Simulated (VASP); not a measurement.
Ge:

```
Ge
1.0
     0.00000    2.83743    2.83743
     2.83743    0.00000    2.83743
     2.83743    2.83743    0.00000
Ge
2
Direct
  0.50000 0.50000 0.50000
  0.75000 0.75000 0.75000
```

| Item | Value |
| --- | --- |
| Program | VASP 6.6.1 |
| Task | relaxation of cell and atoms |
| Functional | PBE |
| Potentials or basis | VASP PAW PBE potentials, release 64 (Ge_d) |
| Cutoff | 600 eV |
| k mesh | 16 × 16 × 16 |
| Occupations | gaussian, width 0.1 eV |
| Spin | no spin polarisation |

At the start: pressure 2.9 GPa; volume 22.84 Å³/atom.

Question: How do energy, volume and symmetry change on relaxing?

Answer: Over 5 steps the energy falls by 9.3 meV/atom and the volume is 23.85 Å³/atom (+4.4 %); space group Fd-3m (No. 227, to 0.05 Å).

Step by step:
```tsv
step	energy change (eV)	largest force (eV/Å)	pressure (GPa)	volume (Å³)
1	0.0000	0.0000	2.90	45.69
2	-0.0168	0.0000	-0.95	48.48
3	-0.0186	0.0000	-0.20	47.78
4	-0.0185	0.0000	0.19	47.64
5	-0.0186	0.0000	0.01	47.71
```

Final structure:
```
Ge
1.0
     0.00000    2.87864    2.87864
     2.87864    0.00000    2.87864
     2.87864    2.87864    0.00000
Ge
2
Direct
  0.50000 0.50000 0.50000
  0.75000 0.75000 0.75000
```
